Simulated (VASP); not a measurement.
A run of VASP 6.6.1 is set up as follows.

The input INCAR:

```
SYSTEM = K16Na
ALGO     = Normal         ! electronic algorithm
EDIFF    = 1E-7           ! SCF threshold, eV
ENCUT    = 520            ! plane-wave cutoff, eV
GGA      = PE             ! functional
ISIF     = 2              ! what is computed and relaxed
ISMEAR   = -1             ! smearing method
IVDW     = 12             ! dispersion correction
LASPH    = .TRUE.         ! aspherical terms in the spheres
LCHARG   = .FALSE.        ! write CHGCAR
LREAL    = Auto         
LWAVE    = .FALSE.        ! write WAVECAR
NBANDS   = 90             ! bands
NELM     = 60             ! most SCF steps
PREC     = Accurate       ! precision mode
SIGMA    = 0.15           ! smearing width, eV
```

The input KPOINTS:

```
k-points
0
G
  1 1 1
  0 0 0
```

File POSCAR:

```
K16Na
1.0
   10.4600000000      0.0000000000      0.0000000000
    0.0000000000     10.4600000000      0.0000000000
    0.0000000000      0.0000000000     10.4600000000
K Na
16 1
Direct
   -0.0072352772     -0.0487811663      0.0135806883
    0.4821569790     -0.0077939771      0.0108260038
   -0.0085285851      0.5517515296      0.0172954111
   -0.0041811663      0.0149346080      0.5303678776
    0.2288578394      0.2497216061      0.2395545889
    0.4813718929      0.5076709369      0.0115869981
    0.5148260994      0.0046574570      0.4727987572
    0.7701709369      0.2498521989      0.2235377629
   -0.0040608031      0.4854393881      0.5294733270
    0.2422717017      0.7511594646      0.2838043021
    0.3164168260      0.2492756214      0.7061294455
    0.5145293499      0.4955443595      0.4716094646
    0.7506897706      0.7513520076      0.2709100382
    0.7228398662      0.2507411090      0.7597554493
    0.2610203633      0.7487825048      0.7376645315
    0.7258573614      0.7494011472      0.7465573614
    0.0444702677      0.2532254302     -0.1143103250
```

Potentials or basis: VASP PAW PBE potentials, release 64 (K_sv, Na_pv).

Launch:

```console
$ cat potpaw_PBE.64/K_sv/POTCAR potpaw_PBE.64/Na_pv/POTCAR > POTCAR
$ mpirun -np 1 vasp_gam > vasp.out
```

**Question.** Estimate the dispersion energy per atom.

**Answer.** -0.121 eV.

**Question.** Predict the pressure.

**Answer.** 0.1 GPa.

**Question.** Predict the largest force.

**Answer.** 0.021 eV/Å.

**Question.** Predict the band gap on the k mesh.

**Answer.** Zero (an odd number of electrons rules out a gap without spin polarisation).

Stress tensor (GPa, compression positive):
```
 0.14  0.00 -0.10
 0.00  0.15  0.01
-0.10  0.01  0.03
```

Caveat: the k points lie up to 0.60 Å⁻¹ apart, too coarse for converged energies and pressures of a metal.
